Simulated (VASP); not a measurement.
# Y2In3Pb3 (Pmmm) in VASP: single point with LDA

Aim: the single point of Y2In3Pb3 with LDA.

Program: VASP 6.6.1. These are calculated values, not measurements. Logs are shortened: lines on timing, memory, paths and dates and some standing lists are left out, and cuts for length are marked.

## Step 1: The cell of the first run

It takes space group Pmmm (No. 47, orthorhombic). The conventional cell has a = 4.802 Å, b = 4.813 Å, c = 9.513 Å, α = 90.00°, β = 90.00°, γ = 90.00°. Y (site symmetry mm2) has 6 Pb at 3.37 to 3.38 Å and 6 In at 3.39 to 3.40 Å within 4.4 Å. Within 4.4 Å of In (site symmetry mm2) lie 2 In at 3.36 Å and 6 Pb at 3.37 to 3.40 Å and 4 Y at 3.40 Å. In (site symmetry mmm) has 4 In at 3.36 Å and 4 Y at 3.39 Å and 4 Pb at 3.40 Å within 4.4 Å. Pb (site symmetry mmm) has 4 Y at 3.38 Å and 4 In at 3.40 Å and 4 Pb at 3.40 Å within 4.4 Å. Within 4.4 Å of Pb (site symmetry mmm) lie 8 In at 3.37 to 3.40 Å and 4 Y at 3.38 Å. Within 4.4 Å of Pb (site symmetry mmm) lie 4 Y at 3.37 Å and 4 Pb at 3.40 Å and 4 In at 3.40 Å.

## Step 2: Single point, LDA

INCAR

```
PREC     = Accurate       # precision mode
ENCUT    = 520            # plane-wave cutoff, eV
EDIFF    = 1E-6           # SCF threshold, eV
ISMEAR   = 1              # smearing method
SIGMA    = 0.1            # smearing width, eV
LREAL    = F              # projectors in reciprocal space
LASPH    = T              # aspherical terms in the spheres
NELM     = 80             # most SCF steps
ALGO     = Normal         # electronic algorithm
ISIF     = 2              # what is computed and relaxed
LWAVE    = F              # write WAVECAR
LCHARG   = F              # write CHGCAR
NBANDS   = 62             # bands
```

KPOINTS

```
Automatic mesh
0
Gamma
  5 5 3
```

POSCAR

```
Y2In3Pb3
1.0
    4.8020020000      0.0000000000      0.0000000000
    0.0000000000      4.8131120000      0.0000000000
    0.0000000000      0.0000000000      9.5131210000
Y In Pb
2 3 3
Direct
    0.0000000000      0.0000000000      0.2493070003
    0.0000000000      0.0000000000      0.7506929997
    0.5000000000      0.5000000000      0.2525730000
    0.5000000000      0.5000000000      0.7474270000
    0.0000000000      0.5000000000      0.5000000000
    0.0000000000      0.5000000000      0.0000000000
    0.5000000000      0.0000000000      0.5000000000
    0.5000000000      0.0000000000      0.0000000000
```

Potentials or basis: VASP PAW LDA potentials, release 64 (Y_sv, In_d, Pb_d).

Launch:

```bash
$ cat potpaw_LDA.64/Y_sv/POTCAR potpaw_LDA.64/In_d/POTCAR potpaw_LDA.64/Pb_d/POTCAR > POTCAR
$ mpirun -np 1 vasp_std > vasp.out
```

OUTCAR:

```text
PREC = Accurate
   ENCUT = 520
   EDIFF = 1E-6
   ISMEAR = 1
   LREAL = F
   LASPH = T
   NELM = 80
   ISIF = 2

 ion  position               nearest neighbor table
   1  0.000  0.000  0.249-   8 3.37   8 3.37   6 3.38   6 3.38   7 3.38   7 3.38   5 3.39   5 3.39
                             3 3.40   3 3.40   3 3.40   3 3.40
   2  0.000  0.000  0.751-   8 3.37   8 3.37   6 3.38   6 3.38   7 3.38   7 3.38   5 3.39   5 3.39
                             4 3.40   4 3.40   4 3.40   4 3.40
   3  0.500  0.500  0.253-   5 3.36   5 3.36   7 3.37   7 3.37   6 3.40   6 3.40   1 3.40   1 3.40
                             1 3.40   1 3.40   8 3.40   8 3.40
   4  0.500  0.500  0.747-   5 3.36   5 3.36   7 3.37   7 3.37   6 3.40   6 3.40   2 3.40   2 3.40
                             2 3.40   2 3.40   8 3.40   8 3.40
   5  0.000  0.500  0.500-   3 3.36   4 3.36   3 3.36   4 3.36   1 3.39   2 3.39   1 3.39   2 3.39
                             7 3.40   7 3.40   7 3.40   7 3.40
   6  0.000  0.500  0.000-   1 3.38   2 3.38   1 3.38   2 3.38   3 3.40   4 3.40   3 3.40   4 3.40
                             8 3.40   8 3.40   8 3.40   8 3.40
   7  0.500  0.000  0.500-   3 3.37   4 3.37   3 3.37   4 3.37   1 3.38   2 3.38   1 3.38   2 3.38
                             5 3.40   5 3.40   5 3.40   5 3.40
   8  0.500  0.000  0.000-   1 3.37   2 3.37   1 3.37   2 3.37   6 3.40   6 3.40   6 3.40   6 3.40
                             3 3.40   3 3.40   4 3.40   4 3.40

  LATTYP: Found a simple orthorhombic cell.
 ALAT       =     4.8020020000
 B/A-ratio  =     1.0023136184
 C/A-ratio  =     1.9810739354

  Lattice vectors:

 A1 = (   4.8020020000,   0.0000000000,   0.0000000000)
 A2 = (   0.0000000000,   4.8131120000,   0.0000000000)
 A3 = (   0.0000000000,   0.0000000000,   9.5131210000)

Analysis of symmetry for initial positions (statically):
=====================================================================
 Subroutine PRICEL returns:
 Original cell was already a primitive cell.

 Routine SETGRP: Setting up the symmetry group for a
 simple orthorhombic supercell.

 Subroutine GETGRP returns: Found  8 space group operations
 (whereof  8 operations were pure point group operations)
 out of a pool of  8 trial point group operations.

The static configuration has the point symmetry D_2h.

Analysis of symmetry for dynamics (positions and initial velocities):
=====================================================================
 Subroutine PRICEL returns:
 Original cell was already a primitive cell.

 Routine SETGRP: Setting up the symmetry group for a
 simple orthorhombic supercell.

 Subroutine GETGRP returns: Found  8 space group operations
 (whereof  8 operations were pure point group operations)
 out of a pool of  8 trial point group operations.

The dynamic configuration has the point symmetry D_2h.

 Subroutine INISYM returns: Found  8 space group operations
 (whereof  8 operations are pure point group operations),
 and found     1 'primitive' translations

----------------------------------------------------------------------------------------

                                     Primitive cell

  volume of cell :     219.8727

  direct lattice vectors                    reciprocal lattice vectors
     4.802002000  0.000000000  0.000000000     0.208246477  0.000000000  0.000000000
     0.000000000  4.813112000  0.000000000     0.000000000  0.207765786  0.000000000
     0.000000000  0.000000000  9.513121000     0.000000000  0.000000000  0.105117973

  length of vectors
     4.802002000  4.813112000  9.513121000     0.208246477  0.207765786  0.105117973

  position of ions in fractional coordinates (direct lattice)
     0.000000000  0.000000000  0.249307000
     0.000000000  0.000000000  0.750693000
     0.500000000  0.500000000  0.252573000
     0.500000000  0.500000000  0.747427000
     0.000000000  0.500000000  0.500000000
     0.000000000  0.500000000  0.000000000
     0.500000000  0.000000000  0.500000000
     0.500000000  0.000000000  0.000000000

  ion indices of the primitive-cell ions
   primitive index   ion index
                 1           1
                 2           2
                 3           3
                 4           4
                 5           5
                 6           6
                 7           7
                 8           8

----------------------------------------------------------------------------------------

 KPOINTS: Automatic mesh

Automatic generation of k-mesh.
 Grid dimensions read from file:
 generate k-points for:    5    5    3

 Generating k-lattice:

  Cartesian coordinates                     Fractional coordinates (reciprocal lattice)
     0.041649295  0.000000000  0.000000000     0.200000000  0.000000000  0.000000000
     0.000000000  0.041553157  0.000000000     0.000000000  0.200000000  0.000000000
     0.000000000  0.000000000  0.035039324     0.000000000  0.000000000  0.333333333

  Length of vectors
     0.041649295  0.041553157  0.035039324

  Shift w.r.t. Gamma in fractional coordinates (k-lattice)
     0.000000000  0.000000000  0.000000000

 Subroutine IBZKPT returns following result:
 ===========================================

 Found     18 irreducible k-points:

 Following reciprocal coordinates:
            Coordinates               Weight
  0.000000  0.000000  0.000000      1.000000
  0.200000  0.000000  0.000000      2.000000
  0.400000  0.000000  0.000000      2.000000
  0.000000  0.200000  0.000000      2.000000
  0.200000  0.200000  0.000000      4.000000
  0.400000  0.200000  0.000000      4.000000
[... 10 lines left out ...]
  0.200000  0.400000  0.333333      8.000000
  0.400000  0.400000  0.333333      8.000000
   k-points           NKPTS =     18   k-points in BZ     NKDIM =     18   number of bands    NBANDS=     62
   number of dos      NEDOS =    301   number of ions     NIONS =      8
   total plane-waves  NPLWV =  93312
   dimension x,y,z NGX =    36 NGY =   36 NGZ =   72
   dimension x,y,z NGXF=    72 NGYF=   72 NGZF=  144
   ions per type =               2   3   3
   NGX,Y,Z   is equivalent  to a cutoff of  12.46, 12.43, 12.58 a.u.
   NGXF,Y,Z  is equivalent  to a cutoff of  24.93, 24.87, 25.16 a.u.
 SYSTEM =  unknown system
   PREC   = accura    normal or accurate (medium, high low for compatibility)
   ISTART =      0    job   : 0-new  1-cont  2-samecut
   ICHARG =      2    charge: 1-file 2-atom 10-const
   ISPIN  =      1    spin polarized calculation?
   LNONCOLLINEAR =      F non collinear calculations
   LSORBIT =      F    spin-orbit coupling
   LASPH  =      T    aspherical Exc in radial PAW
   ENCUT  =  520.0 eV  38.22 Ry    6.18 a.u.   8.93  8.95 17.69*2*pi/ulx,y,z
   NELM   =     80;   NELMIN=  2; NELMDL= -5     # of ELM steps
   EDIFF  = 0.1E-05   stopping-criterion for ELM
   LREAL  =      F    real-space projection
   EDIFFG = 0.1E-04   stopping-criterion for IOM
   NSW    =      0    number of steps for IOM
   IBRION =     -1    ionic relax: 0-MD 1-quasi-New 2-CG
   NFREE  =      0    steps in history (QN), initial steepest desc. (CG)
   ISIF   =      2    stress and relaxation
   ISYM   =      2    0-nonsym 1-usesym 2-fastsym
   POTIM  = 0.5000    time-step for ionic-motion
   TEBEG  =    0.0;   TEEND  =   0.0 temperature during run
   PSTRESS=    0.0 pullay stress
   NELECT =     103.0000    total number of electrons
   NUPDOWN=      -1.0000    fix difference up-down
   EMIN   =  10.00;   EMAX   =-10.00  energy-range for DOS
   EFERMI =   0.00;   METHOD = LEGACY
   ISMEAR =     1;   SIGMA  =   0.10  broadening in eV -4-tet -1-fermi 0-gaus
   EFERMI_NEDOS =   21; number of points for ismear=-14 and -15
   IALGO  =     38    algorithm
   IMIX   =      4    mixing-type and parameters
     AMIX     =   0.40;   BMIX     =  1.00
     AMIX_MAG =   1.60;   BMIX_MAG =  1.00
  volume/ion in A,a.u.               =      27.48       185.47
  Fermi-wavevector in a.u.,A,eV,Ry     =   1.271443  2.402678 21.994724  1.616567
  Thomas-Fermi vector in A             =   2.404375
   LORBIT       =      0    0 simple, 1 ext, 2 COOP (PROOUT), +10 PAW based schemes
   GGA     = CA    functional components
   LHFCALC =     F    Hartree Fock is set to
   AEXX    =    0.0000 exact exchange contribution
   IVDW    =     0    specifies the selected vdW correction
   LEPSILON=     F    determine dielectric tensor
   LRPA    =     F    only Hartree local field effects (RPA)
 non-spin polarized calculation
 Methfessel and Paxton  Order N= 1 SIGMA  =   0.10
  energy-cutoff  :      520.00
  volume of cell :      219.87
 maximum number of plane-waves:      5952
 NGX is ok and might be reduce to    36
   NGX = 17   NGY = 17   NGZ = 35

 number of electron     103.0000039 magnetization

 Free energy of the ion-electron system (eV)
  ---------------------------------------------------
  ext. energy  EPLUGINS =         0.00000000
  ---------------------------------------------------
  free energy    TOTEN  =       -39.42456670 eV

  energy without entropy =      -39.42817254  energy(sigma->0) =      -39.42576865

 E-fermi :   6.6993     XC(G=0): -10.5592

 val. band max:        6.6612402787   @ k =   0.4000   0.4000   0.0000
 cond. band min:       6.7164243236   @ k =   0.4000   0.0000   0.0000
 fundamental gap:      0.0551840450
 Fermi energy:         6.6992917923

 k-point     1 :       0.0000    0.0000    0.0000
  band No.  band energies     occupation
      1     -36.4969      2.00000
      2     -36.4964      2.00000
      3     -16.6312      2.00000
      4     -16.6111      2.00000
      5     -16.6076      2.00000
      6     -16.6035      2.00000
[... 54 lines left out ...]
     61       9.0391      0.00000
     62       9.2400      0.00000

 k-point     2 :       0.2000    0.0000    0.0000
  band No.  band energies     occupation
      1     -36.4967      2.00000
      2     -36.4962      2.00000
      3     -16.6289      2.00000
      4     -16.6159      2.00000
      5     -16.6158      2.00000
      6     -16.6047      2.00000
[... 1029 lines left out ...]
     61       9.5530      0.00000
     62      10.0488      0.00000

 k-point    18 :       0.4000    0.4000    0.3333
  band No.  band energies     occupation
      1     -36.4960      2.00000
      2     -36.4959      2.00000
      3     -16.6251      2.00000
      4     -16.6223      2.00000
      5     -16.6172      2.00000
      6     -16.6114      2.00000
[... 54 lines left out ...]
     61       9.5473      0.00000
     62       9.8922      0.00000

------------------------ aborting loop because EDIFF is reached ----------------------------------------

  FORCE on cell =-STRESS in cart. coord.  units (eV):
  Direction    XX          YY          ZZ          XY          YZ          ZX
  --------------------------------------------------------------------------------------
  -------------------------------------------------------------------------------------
  Total       -6.9581934     -6.9734794     -5.8365520     -0.0000000      0.0000000      0.0000000
  in kB      -50.7032446    -50.8146312    -42.5300232     -0.0000000      0.0000000      0.0000000
  external PRESSURE =     -48.0159663 kB  Pullay stress =       0.0000000 kB

 VOLUME and BASIS-vectors are now :
 -----------------------------------------------------------------------------
  energy-cutoff  :      520.00
  volume of cell :      219.87
      direct lattice vectors                 reciprocal lattice vectors
     4.802002000  0.000000000  0.000000000     0.208246477  0.000000000  0.000000000
     0.000000000  4.813112000  0.000000000     0.000000000  0.207765786  0.000000000
     0.000000000  0.000000000  9.513121000     0.000000000  0.000000000  0.105117973

 POSITION                                       TOTAL-FORCE (eV/Angst)
 -----------------------------------------------------------------------------------
      0.00000      0.00000      2.37169         0.000000      0.000000     -0.020360
      0.00000      0.00000      7.14143         0.000000     -0.000000      0.020360
      2.40100      2.40656      2.40276         0.000000      0.000000      0.058602
      2.40100      2.40656      7.11036         0.000000      0.000000     -0.058602
      0.00000      2.40656      4.75656         0.000000      0.000000      0.000000
      0.00000      2.40656      0.00000         0.000000      0.000000      0.000000
      2.40100      0.00000      4.75656         0.000000      0.000000      0.000000
      2.40100      0.00000      0.00000         0.000000      0.000000      0.000000
 -----------------------------------------------------------------------------------
    total drift:                                0.000000      0.000000      0.000000

  FREE ENERGIE OF THE ION-ELECTRON SYSTEM (eV)
  ---------------------------------------------------
  free  energy   TOTEN  =       -39.4245666982 eV

  energy  without entropy=      -39.4281725393  energy(sigma->0) =      -39.42576865
```

Run time: 3.4 min. Hardware: 1 thread of Intel Xeon Platinum 8375C at 2.90GHz (Ice Lake), shared host; peak memory 0.37 GiB.

What came out:

```yaml
Free_energy: -39.4246 eV
Pressure: -4.8 GPa
Largest_force: 0.059 eV/Å
Band_gap_on_the_k_mesh: zero (an odd number of electrons rules out a gap without spin polarisation)
```

Forces in eV/Å, atoms in the order of the input:
```
Y    0.000  0.000 -0.020
Y    0.000  0.000  0.020
In   0.000  0.000  0.059
In   0.000  0.000 -0.059
In   0.000  0.000  0.000
Pb   0.000  0.000  0.000
Pb   0.000  0.000  0.000
Pb   0.000  0.000  0.000
```

Stress tensor (GPa, compression positive):
```
-5.07  0.00  0.00
 0.00 -5.08  0.00
 0.00  0.00 -4.25
```

Caveat: the cell stands under tension; spin-orbit coupling is left out, which moves the levels of the heavy elements.
